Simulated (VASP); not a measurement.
Input of a VASP 6.6.1 run:

File INCAR:

```
SYSTEM = Na
PREC = Accurate ; ENCUT = 520
EDIFF = 1E-6 ; ISMEAR = 0
SIGMA = 0.15 ; LREAL = .FALSE.
LASPH = .TRUE. ; NELM = 60
ALGO = Fast ; ISIF = 2
LWAVE = .FALSE. ; LCHARG = .TRUE.
GGA = PS ; LELF = .TRUE.
LVHAR = .TRUE. ; NBANDS = 14
```

File KPOINTS:

```
Automatic mesh
0
G
  12 12 8
  0 0 0
```

Contents of POSCAR:

```
Na
1.0
    3.8235060126      0.0000000000      0.0000000000
   -1.9117530063      3.3112533384      0.0000000000
    0.0000000000      0.0000000000      6.0616900000
Na
2
Direct
    0.3333333333      0.6666666667      0.2500000000
    0.6666666667      0.3333333333      0.7500000000
```

Potentials or basis: VASP PAW PBE potentials, release 64 (Na_pv).

Run with:

```console
$ cat potpaw_PBE.64/Na_pv/POTCAR > POTCAR
$ mpirun -np 1 vasp_std > vasp.out
```

What does it give for the band gap on the k mesh?

Zero (bands 7 and 8 overlap by 4.14 eV).

What does it give for the pressure?

-0.4 GPa.

Stress tensor (GPa, compression positive):
```
-0.47  0.00  0.00
 0.00 -0.47  0.00
 0.00  0.00 -0.25
```

Caveat: the cell differs from its parent crystal (strain +0.015 along x and y, -0.015 along z); the PAW data sets were made with another functional, which shifts forces and pressure a little.
